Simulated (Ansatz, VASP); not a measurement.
**Two plane-wave programs on Ru**

```
Ru
1.0
     2.68952    0.00000    0.00000
    -1.34476    2.32920    0.00000
     0.00000    0.00000    3.99681
Ru
2
Cartesian
  0.0000 1.5528 0.9992
  1.3448 0.7764 2.9976
```

Change from the starting cell: strain -0.0600 x Voigt [0, 0, 1, 0, 0, 0], atoms carried along.

Alike in both runs: task single point; functional PBEsol; k mesh 24 × 24 × 14; occupations gaussian, width 0.15 eV; no spin polarisation.

|  | VASP | Ansatz |
| --- | --- | --- |
| version | VASP 6.6.1 | Ansatz 0.2.0 |
| potentials or method | VASP PAW PBE potentials, release 64 (Ru_pv), cutoff 520 eV | scalar-relativistic, plane waves, PAW |
| valence electrons in the cell | 28 | 32 |

Ansatz gave:

| Item | Value |
| --- | --- |
| gap on the k mesh at the Fermi level (eV) | none |
| pressure (GPa) | 27.8 |
| traceless stress, the component that is largest in VASP (GPa) | 24.24 |

Question: Estimate VASP's values.

Answer: gap on the k mesh at the Fermi level (eV): none; pressure (GPa): 27.9; traceless stress, the component that is largest in VASP (GPa): 24.34.

VASP's potentials were made for PBE, not for PBEsol. A gap of «none» marks a metal or a gap that the smearing closes. VASP's potentials hold 28 valence electrons a cell and Ansatz's 32, so a difference there can come from the potentials and not from the codes.
